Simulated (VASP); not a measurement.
# Sb: single point with PBEsol

Crystal: Sb.

```
CELL_PARAMETERS angstrom
0.00000 2.35625 2.35625
2.35625 0.00000 2.35625
2.35625 2.35625 0.00000
ATOMIC_POSITIONS crystal
Sb 0.00000 0.00000 0.00000
```

```
Program             : VASP 6.6.1
Task                : single point
Functional          : PBEsol
Potentials or basis : VASP PAW PBE potentials, release 64 (Sb)
Cutoff              : 520 eV
k mesh              : 11 × 11 × 11
Occupations         : fermi-dirac, width 0.1 eV
Spin                : no spin polarisation
```

```json
{
  "Pressure": "0.0 GPa"
}
```

Levels at points of the mesh, in eV from the Fermi level:
| k point | band 1 | band 2 | band 3 | band 4 | band 5 | band 6 |
| --- | --- | --- | --- | --- | --- | --- |
| (0.00, 0.00, 0.00) | -13.14 | 5.55 | 5.55 | 5.55 | 10.11 | 10.11 |

Wall time 14 s on 1 thread of Intel Xeon 8259CL (shared host), peak memory 0.16 GiB.

Caveat: the PAW data sets were made with another functional, which shifts forces and pressure a little; spin-orbit coupling is left out, which moves the levels of the heavy elements.
